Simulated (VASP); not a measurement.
# Te (R-3m) in VASP: further runs

The runs below take Te through single point, with PBEsol.

Program: VASP 6.6.1. These are calculated values, not measurements. Logs are shortened: lines on timing, memory, paths and dates and some standing lists are left out, and cuts for length are marked.

**1. The cell of the first run**

Symmetry: R-3m, No. 166, trigonal system. Conventional cell: a = 3.811 Å, b = 3.811 Å, c = 6.288 Å, α = 90.00°, β = 90.00°, γ = 120.00°. Within 4.0 Å of Te (site symmetry -3m) lie 12 Te at 3.04 to 3.81 Å.

**2. Single point, PBEsol**

Input file INCAR:

```
SYSTEM = Te
ALGO = Normal
EDIFF = 1E-7
ENCUT = 520
GGA = PS
ISIF = 2
ISMEAR = -1
LASPH = .TRUE.
LCHARG = .TRUE.
LELF = .TRUE.
LREAL = .FALSE.
LVHAR = .TRUE.
LWAVE = .FALSE.
NBANDS = 13
NELM = 80
PREC = Accurate
SIGMA = 0.1
```

Input file KPOINTS:

```
k-points
0
G
  11 11 11
  0 0 0
```

Input file POSCAR:

```
Te
1.0
    1.9057212893     -1.1002686994      4.1922566834
    0.0000000000      2.2005373988      4.1922566834
   -1.9057212893     -1.1002686994      4.1922566834
Te
2
Direct
    0.2500000368      0.2500000368      0.2500000368
   -0.2500000368     -0.2500000368     -0.2500000368
```

Potentials or basis: VASP PAW PBE potentials, release 64 (Te).

Launch:

```sh
> cat potpaw_PBE.64/Te/POTCAR > POTCAR
> mpirun -np 1 vasp_std > vasp.out
```

OUTCAR:

```text
SYSTEM = Te
   EDIFF = 1E-7
   ENCUT = 520
   GGA = PS
   ISIF = 2
   ISMEAR = -1
   LASPH = .TRUE.
   LREAL = .FALSE.
   NELM = 80
   PREC = Accurate

 ion  position               nearest neighbor table
   1  0.250  0.250  0.250-   2 3.04   2 3.04   2 3.04   2 3.04   2 3.04   2 3.04
   2  0.750  0.750  0.750-   1 3.04   1 3.04   1 3.04   1 3.04   1 3.04   1 3.04

  LATTYP: Found a trigonal (rhomboedric) cell.
 ALAT       =     4.7346996677
 COS(alpha) =     0.6759859109

  Lattice vectors:

 A1 = (   1.9057212893,  -1.1002686994,   4.1922566834)
 A2 = (   0.0000000000,   2.2005373988,   4.1922566834)
 A3 = (  -1.9057212893,  -1.1002686994,   4.1922566834)

Analysis of symmetry for initial positions (statically):
=====================================================================
 Subroutine PRICEL returns following result:

  LATTYP: Found a trigonal (rhomboedric) cell.
 ALAT       =     3.0390990028
 COS(alpha) =     0.2135714829

  Lattice vectors:

 A1 = (   1.9057212893,   1.1002686994,   2.0961292674)
 A2 = (  -1.9057212893,   1.1002686994,   2.0961274160)
 A3 = (   0.0000000000,  -2.2005373988,   2.0961292674)

   2 primitive cells build up your supercell.

 Routine SETGRP: Setting up the symmetry group for a
 trigonal (rhombohedral) supercell.

 Subroutine GETGRP returns: Found 12 space group operations
 (whereof 12 operations were pure point group operations)
 out of a pool of 12 trial point group operations.

The static configuration has the point symmetry D_3d.

Analysis of symmetry for dynamics (positions and initial velocities):
=====================================================================
 Subroutine PRICEL returns following result:

  LATTYP: Found a trigonal (rhomboedric) cell.
 ALAT       =     3.0390990028
 COS(alpha) =     0.2135714829

  Lattice vectors:

 A1 = (   1.9057212893,   1.1002686994,   2.0961292674)
 A2 = (  -1.9057212893,   1.1002686994,   2.0961274160)
 A3 = (   0.0000000000,  -2.2005373988,   2.0961292674)

   2 primitive cells build up your supercell.

 Routine SETGRP: Setting up the symmetry group for a
 trigonal (rhombohedral) supercell.

 Subroutine GETGRP returns: Found 12 space group operations
 (whereof 12 operations were pure point group operations)
 out of a pool of 12 trial point group operations.

The dynamic configuration has the point symmetry D_3d.

 Subroutine INISYM returns: Found 12 space group operations
 (whereof 12 operations are pure point group operations),
 and found     2 'primitive' translations

----------------------------------------------------------------------------------------

                                     Primitive cell

  volume of cell :      26.3710

  direct lattice vectors                    reciprocal lattice vectors
     1.905721289  1.100268699  2.096129267     0.262367774  0.151478194  0.159023318
    -1.905721289  1.100268699  2.096127416    -0.262367929  0.151478194  0.159023318
     0.000000000 -2.200537399  2.096129267    -0.000000077 -0.302956255  0.159023318

  length of vectors
     3.039099003  3.039097726  3.039099003     0.342156262  0.342156381  0.342156262

  position of ions in fractional coordinates (direct lattice)
     0.500000000  0.500000000  0.500000000

  ion indices of the primitive-cell ions
   primitive index   ion index
                 1           1

----------------------------------------------------------------------------------------

 KPOINTS: k-points

Automatic generation of k-mesh.
 Grid dimensions read from file:
 generate k-points for:   11   11   11

 Generating k-lattice:

  Cartesian coordinates                     Fractional coordinates (reciprocal lattice)
     0.023851623 -0.013770741  0.007228334     0.090909091  0.000000000 -0.000000000
     0.000000000  0.027541482  0.007228334     0.000000000  0.090909091  0.000000000
    -0.023851623 -0.013770741  0.007228334    -0.000000000  0.000000000  0.090909091

  Length of vectors
     0.028474234  0.028474234  0.028474234

  Shift w.r.t. Gamma in fractional coordinates (k-lattice)
     0.000000000  0.000000000  0.000000000

 Subroutine IBZKPT returns following result:
 ===========================================

 Found    146 irreducible k-points:

 Following reciprocal coordinates:
            Coordinates               Weight
  0.000000  0.000000  0.000000      1.000000
  0.090909 -0.000000  0.000000      6.000000
  0.181818 -0.000000  0.000000      6.000000
  0.272727 -0.000000  0.000000      6.000000
  0.363636 -0.000000 -0.000000      6.000000
  0.454545  0.000000  0.000000      6.000000
[... 16 lines left out ...]
 -0.272727  0.181818  0.000000     12.000000
 -0.181818  0.181818 -0.000000      6.000000
 [... further k-points ...]
   k-points           NKPTS =    146   k-points in BZ     NKDIM =    146   number of bands    NBANDS=     13
   number of dos      NEDOS =    301   number of ions     NIONS =      2
   total plane-waves  NPLWV =  46656
   dimension x,y,z NGX =    36 NGY =   36 NGZ =   36
   dimension x,y,z NGXF=    72 NGYF=   72 NGZF=   72
   ions per type =               2
   NGX,Y,Z   is equivalent  to a cutoff of  12.64, 12.64, 12.64 a.u.
   NGXF,Y,Z  is equivalent  to a cutoff of  25.28, 25.28, 25.28 a.u.
 SYSTEM =  Te
   PREC   = accura    normal or accurate (medium, high low for compatibility)
   ISTART =      0    job   : 0-new  1-cont  2-samecut
   ICHARG =      2    charge: 1-file 2-atom 10-const
   ISPIN  =      1    spin polarized calculation?
   LNONCOLLINEAR =      F non collinear calculations
   LSORBIT =      F    spin-orbit coupling
   LASPH  =      T    aspherical Exc in radial PAW
   ENCUT  =  520.0 eV  38.22 Ry    6.18 a.u.   8.80  8.80  8.80*2*pi/ulx,y,z
   NELM   =     80;   NELMIN=  2; NELMDL= -5     # of ELM steps
   EDIFF  = 0.1E-06   stopping-criterion for ELM
   LREAL  =      F    real-space projection
   EDIFFG = 0.1E-05   stopping-criterion for IOM
   NSW    =      0    number of steps for IOM
   IBRION =     -1    ionic relax: 0-MD 1-quasi-New 2-CG
   NFREE  =      0    steps in history (QN), initial steepest desc. (CG)
   ISIF   =      2    stress and relaxation
   ISYM   =      2    0-nonsym 1-usesym 2-fastsym
   POTIM  = 0.5000    time-step for ionic-motion
   TEBEG  =    0.0;   TEEND  =   0.0 temperature during run
   PSTRESS=    0.0 pullay stress
   NELECT =      12.0000    total number of electrons
   NUPDOWN=      -1.0000    fix difference up-down
   EMIN   =  10.00;   EMAX   =-10.00  energy-range for DOS
   EFERMI =   0.00;   METHOD = LEGACY
   ISMEAR =    -1;   SIGMA  =   0.10  broadening in eV -4-tet -1-fermi 0-gaus
   EFERMI_NEDOS =   21; number of points for ismear=-14 and -15
   IALGO  =     38    algorithm
   IMIX   =      4    mixing-type and parameters
     AMIX     =   0.40;   BMIX     =  1.00
     AMIX_MAG =   1.60;   BMIX_MAG =  1.00
  volume/ion in A,a.u.               =      26.37       177.96
  Fermi-wavevector in a.u.,A,eV,Ry     =   0.999423  1.888636 13.590139  0.998847
  Thomas-Fermi vector in A             =   2.131713
   LORBIT       =      0    0 simple, 1 ext, 2 COOP (PROOUT), +10 PAW based schemes
   GGA     = PS    functional components
   LHFCALC =     F    Hartree Fock is set to
   AEXX    =    0.0000 exact exchange contribution
   IVDW    =     0    specifies the selected vdW correction
   LEPSILON=     F    determine dielectric tensor
   LRPA    =     F    only Hartree local field effects (RPA)
 non-spin polarized calculation
  energy-cutoff  :      520.00
  volume of cell :       52.74
 maximum number of plane-waves:      1436
   NGX = 17   NGY = 17   NGZ = 17

 number of electron      12.0000000 magnetization

 Free energy of the ion-electron system (eV)
  ---------------------------------------------------
  ext. energy  EPLUGINS =         0.00000000
  ---------------------------------------------------
  free energy    TOTEN  =        -6.77791616 eV

  energy without entropy =       -6.74380688  energy(sigma->0) =       -6.76086152

 E-fermi :   9.1057     XC(G=0): -10.4299

 val. band max:        9.1055837578   @ k =   0.3636   0.3636   0.3636
 cond. band min:       9.1115764327   @ k =   0.1818  -0.0000   0.0000
 fundamental gap:      0.0059926750
 Fermi energy:         9.1057274862

 k-point     1 :       0.0000    0.0000    0.0000
  band No.  band energies     occupation
      1      -5.9909      2.00000
      2       0.7844      2.00000
      3       3.4167      2.00000
      4       7.2684      2.00000
      5       7.2684      2.00000
      6      10.7879      0.00000
      7      10.7879      0.00000
      8      12.1451      0.00000
      9      12.4311      0.00000
     10      14.6742      0.00000
     11      14.6742      0.00000
     12      15.8241      0.00000
     13      15.8241      0.00000

 k-point     2 :       0.0909   -0.0000    0.0000
  band No.  band energies     occupation
      1      -5.8824      2.00000
      2       0.6365      2.00000
      3       3.5856      2.00000
      4       6.8739      2.00000
      5       7.2185      2.00000
      6      10.2692      0.00002
      7      10.4292      0.00000
      8      11.5689      0.00000
      9      12.8891      0.00000
     10      14.1404      0.00000
     11      14.9494      0.00000
     12      16.3572      0.00000
     13      16.6403      0.00000

 k-point     3 :       0.1818   -0.0000    0.0000
  band No.  band energies     occupation
      1      -5.5592      2.00000
      2       0.2107      2.00000
      3       4.0008      2.00000
      4       6.1612      2.00000
      5       7.1094      2.00000
      6       9.1116      0.97076
      7       9.6562      0.00810
      8      10.5470      0.00000
      9      13.0820      0.00000
     10      14.5726      0.00000
     11      15.7325      0.00000
     12      17.6424      0.00000
     13      18.1320      0.00000

 k-point     4 :       0.2727   -0.0000    0.0000
  band No.  band energies     occupation
      1      -5.0289      2.00000
      2      -0.4828      2.00000
      3       4.4335      2.00000
      4       5.8187      2.00000
      5       7.0269      2.00000
      6       7.8443      1.99999
      7       8.8352      1.87463
      8       9.5261      0.02943
      9      12.8849      0.00000
     10      16.1449      0.00000
     11      16.9316      0.00000
     12      17.8538      0.00000
     13      19.2741      0.00000

 k-point     5 :       0.3636   -0.0000   -0.0000
  band No.  band energies     occupation
      1      -4.3069      2.00000
      2      -1.4013      2.00000
      3       4.7154      2.00000
      4       6.1636      2.00000
      5       6.7017      2.00000
      6       7.0484      2.00000
      7       8.1243      1.99989
      8       8.5754      1.99010
      9      13.0641      0.00000
     10      16.2137      0.00000
     11      17.9959      0.00000
     12      18.4577      0.00000
     13      21.0004      0.00000
[... 257 lines left out ...]
 k-point    22 :      -0.3636    0.1818    0.0000
  band No.  band energies     occupation
      1      -3.3668      2.00000
      2      -2.0435      2.00000
      3       4.0191      2.00000
      4       4.9318      2.00000
      5       5.7536      2.00000
      6       6.6368      2.00000
      7       7.9188      1.99999
      8      11.2849      0.00000
      9      14.1530      0.00000
     10      17.0369      0.00000
     11      17.5660      0.00000
     12      19.0616      0.00000
     13      19.4212      0.00000

 k-point    23 :      -0.2727    0.1818    0.0000
  band No.  band energies     occupation
      1      -4.1632      2.00000
      2      -1.1425      2.00000
      3       4.0317      2.00000
      4       5.8843      2.00000
      5       6.2639      2.00000
      6       6.3358      2.00000
      7       6.9425      2.00000
      8      11.9083      0.00000
      9      13.8308      0.00000
     10      15.8574      0.00000
     11      17.9234      0.00000
     12      18.6690      0.00000
     13      20.7949      0.00000

 k-point    24 :      -0.1818    0.1818   -0.0000
  band No.  band energies     occupation
      1      -4.8151      2.00000
      2      -0.4076      2.00000
      3       4.0997      2.00000
      4       6.2588      2.00000
      5       6.3061      2.00000
      6       6.9609      2.00000
      7       7.2547      2.00000
      8      12.0227      0.00000
      9      13.5994      0.00000
     10      14.7067      0.00000
     11      17.1569      0.00000
     12      19.4190      0.00000
     13      20.1854      0.00000

 [... further k-points ...]
[... 5 lines left out ...]
  --------------------------------------------------------------------------------------
  -------------------------------------------------------------------------------------
  Total        2.9536832      2.9536832      2.9969912      0.0000000      0.0000000     -0.0000000
  in kB       89.7257780     89.7257780     91.0413712      0.0000000      0.0000000     -0.0000000
  external PRESSURE =      90.1643091 kB  Pullay stress =       0.0000000 kB

 VOLUME and BASIS-vectors are now :
 -----------------------------------------------------------------------------
  energy-cutoff  :      520.00
  volume of cell :       52.74
      direct lattice vectors                 reciprocal lattice vectors
     1.905721289 -1.100268699  4.192256683     0.262367851 -0.151478150  0.079511671
     0.000000000  2.200537399  4.192256683     0.000000000  0.302956299  0.079511671
    -1.905721289 -1.100268699  4.192256683    -0.262367851 -0.151478150  0.079511671

 POSITION                                       TOTAL-FORCE (eV/Angst)
 -----------------------------------------------------------------------------------
      0.00000      0.00000      3.14419         0.000000      0.000000      0.000000
      0.00000      0.00000      9.43258         0.000000      0.000000     -0.000000
 -----------------------------------------------------------------------------------
    total drift:                               -0.000000      0.000000      0.000000

  FREE ENERGIE OF THE ION-ELECTRON SYSTEM (eV)
  ---------------------------------------------------
  free  energy   TOTEN  =        -6.7779161596 eV

  energy  without entropy=       -6.7438068758  energy(sigma->0) =       -6.76086152
```

Run time: 62 s. Hardware: 1 thread of Intel Xeon Platinum 8488C (Sapphire Rapids), shared host; peak memory 0.25 GiB.

What came out:

- Free energy: -6.7779 eV
- Pressure: 9.0 GPa
- Band gap on the k mesh: zero (band 6 reaches 11.30 eV, above the bottom of band 7 at 6.94 eV)

Caveat: the PAW data sets were made with another functional, which shifts forces and pressure a little; spin-orbit coupling is left out, which moves the levels of the heavy elements.

**3. Single point, PBEsol**

Input file INCAR:

```
ALGO = Normal ; EDIFF = 1E-6
ENCUT = 520 ; GGA = PS
ISIF = 2 ; ISMEAR = -1
LASPH = True ; LCHARG = False
LREAL = False ; LWAVE = False
NBANDS = 13 ; NELM = 80
PREC = Accurate ; SIGMA = 0.1
```

Input file KPOINTS:

```
k-points
0
Gamma
  11 11 11
```

Input file POSCAR:

```
Te
1.0
    1.9057263409     -1.1002716159      4.1930787972
    0.0000000000      2.2005432319      4.1930787972
   -1.9057263409     -1.1002716159      4.1930787972
Te
2
Direct
    0.2500000000      0.2500000000      0.2500000000
   -0.2500000000     -0.2500000000     -0.2500000000
```

Potentials or basis: VASP PAW PBE potentials, release 64 (Te).

Launch:

```sh
> cat potpaw_PBE.64/Te/POTCAR > POTCAR
> mpirun -np 1 vasp_std > vasp.out
```

Run time: 61 s. Hardware: 1 thread of Intel Xeon Platinum 8488C (Sapphire Rapids), shared host; peak memory 0.25 GiB.

The run converged. Its results:

- Free energy: -6.7785 eV
- Pressure: 9.0 GPa
- Band gap on the k mesh: zero (band 6 reaches 11.30 eV, above the bottom of band 7 at 6.94 eV)

Stress tensor (GPa, compression positive):
```
8.95 0.00 0.00
0.00 8.95 0.00
0.00 0.00 9.07
```

Levels at points of the mesh, in eV from the Fermi level:
| k point | band 3 | band 4 | band 5 | band 6 | band 7 | band 8 | band 9 | band 10 |
| --- | --- | --- | --- | --- | --- | --- | --- | --- |
| (0.00, 0.00, 0.00) | -5.69 | -1.84 | -1.84 | 1.68 | 1.68 | 3.04 | 3.33 | 5.57 |

Caveat: the PAW data sets were made with another functional, which shifts forces and pressure a little; spin-orbit coupling is left out, which moves the levels of the heavy elements.
